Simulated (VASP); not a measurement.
## Sb: relaxation of cell and atoms with PBE

Sb:

```xyz
4
Lattice="3.2777 -2.1663 0.0000 3.2777 2.1663 0.0000 0.0000 0.0000 8.8369" Properties=species:S:1:pos:R:3 pbc="T T T"
Sb    3.2777   -1.5164    1.0339
Sb    3.2777   -0.6499    5.4524
Sb    3.2777    1.5164    7.8030
Sb    3.2777    0.6499    3.3845
```

```yaml
Program: VASP 6.6.1
Task: relaxation of cell and atoms
Functional: PBE
Potentials_or_basis: VASP PAW PBE potentials, release 64 (Sb)
Cutoff: 600 eV
k_mesh: 6 × 6 × 2
Occupations: gaussian, width 0.1 eV
Spin: no spin polarisation
Dipole_correction: no
Further_INCAR_settings: ALGO = Normal; EDIFF = 1e-06; IBRION = 2; EDIFFG = -0.04; NSW = 90; ISIF = 3
```

```json
{
  "Relaxed volume": "29.02 Å³/atom",
  "Relaxed cell": "a = 3.378 Å, b = 3.378 Å, c = 10.791 Å, α = 90.00°, β = 90.00°, γ = 70.51°",
  "Space group after relaxing (to 0.05 Å)": "Cmce (No. 64)",
  "Energy gained by relaxing": "631.2 meV/atom",
  "Ionic steps": "17",
  "Pressure after relaxing": "-0.1 GPa",
  "Largest force after relaxing": "0.032 eV/Å",
  "Band gap on the k mesh": "zero (band 10 reaches 10.84 eV, above the bottom of band 11 at 5.69 eV)"
}
```

Forces on the atoms (eV/Å):
```
Sb   0.000  0.031 -0.007
Sb   0.000 -0.031 -0.007
Sb   0.000 -0.031  0.007
Sb   0.000  0.031  0.007
```

Step by step:
| step | energy change (eV) | largest force (eV/Å) | pressure (GPa) | volume (Å³) |
| --- | --- | --- | --- | --- |
| 1 | 0.0000 | 4.0549 | 7.64 | 125.49 |
| 2 | -0.9723 | 0.7138 | -7.69 | 153.37 |
| 3 | -1.2686 | 0.7819 | -4.44 | 140.27 |
| 4 | -1.8468 | 0.7123 | -2.31 | 126.09 |
| 5 | -2.1156 | 0.3055 | 1.93 | 114.17 |
| 6 | -2.1195 | 0.2624 | 3.04 | 112.08 |
| 7 | -2.3451 | 0.6183 | 3.99 | 109.18 |
| 8 | -2.3541 | 0.6171 | 5.15 | 108.08 |
| 9 | -2.4878 | 0.2049 | -1.52 | 119.06 |
| 10 | -2.5130 | 0.0309 | 0.19 | 115.55 |
| 11 | -2.5130 | 0.0277 | 0.26 | 115.40 |
| 12 | -2.5178 | 0.0295 | 0.05 | 115.88 |
| 13 | -2.5210 | 0.0308 | -0.26 | 116.64 |
| 14 | -2.5228 | 0.0477 | 0.06 | 116.06 |
| 15 | -2.5229 | 0.0541 | 0.11 | 115.96 |
| 16 | -2.5244 | 0.0400 | 0.00 | 116.02 |
| 17 | -2.5248 | 0.0321 | -0.06 | 116.06 |

Final structure:
```yaml
crystal:
  lattice:
    - [2.75816, -1.94970, 0.00000]
    - [2.75816, 1.94970, 0.00000]
    - [0.00000, 0.00000, 10.79123]
  atoms:
    - { symbol: Sb, position: [0.81175, 0.18825, 0.14373] }
    - { symbol: Sb, position: [0.68825, 0.31175, 0.64373] }
    - { symbol: Sb, position: [0.18825, 0.81175, 0.85627] }
    - { symbol: Sb, position: [0.31175, 0.68825, 0.35627] }
```

Levels at points of the mesh, in eV from the Fermi level:
```
           k point  band 7  band 8  band 9  band 10  band 11  band 12  band 13  band 14
(0.00, 0.00, 0.00)    0.65    0.97    1.31     3.15     3.37     3.74     4.38     4.64
(0.50, 0.00, 0.00)   -3.40   -3.40   -1.05    -1.05     1.47     1.47     2.14     2.14
(0.50, 0.50, 0.00)   -3.13   -2.27   -1.96    -1.86    -1.57     0.30     0.31     0.47
(0.00, 0.00, 0.50)    1.10    1.10    3.25     3.25     3.29     3.29     4.22     4.22
(0.50, 0.00, 0.50)   -4.35   -4.35    0.23     0.23     0.71     0.71     2.39     2.39
(0.50, 0.50, 0.50)   -2.36   -2.36   -2.14    -2.14    -1.00    -1.00     0.88     0.88
```

It took 4.9 min on 1 thread of Intel(R) Xeon(R) Platinum 8559C (Emerald Rapids), with other jobs on the host, peak memory 0.29 GiB.

Caveat: spin-orbit coupling is left out, which moves the levels of the heavy elements.
